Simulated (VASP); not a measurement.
The system is Cr.

```
Cr
1.0
     2.71400    0.00000    0.00000
     0.00000    4.70079    0.00000
     1.35700    2.35039    4.41000
Cr
4
Direct
  0.87500 0.20833 0.25000
  0.37500 0.70833 0.25000
  0.12500 0.79167 0.75000
  0.62500 0.29167 0.75000
```

This isn't the form of Cr at room conditions, which is bcc.

Base run:

* Program: VASP 6.6.1
* Functional: LDA
* Potentials or basis: VASP PAW LDA potentials, release 64 (Cr_pv)
* Cutoff: 520 eV
* k mesh: 10 × 10 × 10
* Occupations: fermi-dirac, width 0.03 eV
* Spin: collinear spin, ferromagnetic start
* Starting moments: [3.0, 3.0, 3.0, 3.0] μB

Its results: pressure -38.6 GPa; net moment 1.74 μB per cell; site moments Cr +0.40 μB.

The run is repeated on the same cell with these changes: spin from collinear spin, ferromagnetic start to collinear spin, ferrimagnetic start; moments at the start from [3.0, 3.0, 3.0, 3.0] to [3.0, 3.0, 3.0, -3.0]. What comes out?

Pressure -38.5 GPa; net moment 1.00 μB per cell; site moments Cr +0.24, +0.74, -0.30 (each value once) μB.

Caveats: the cell stands under tension.
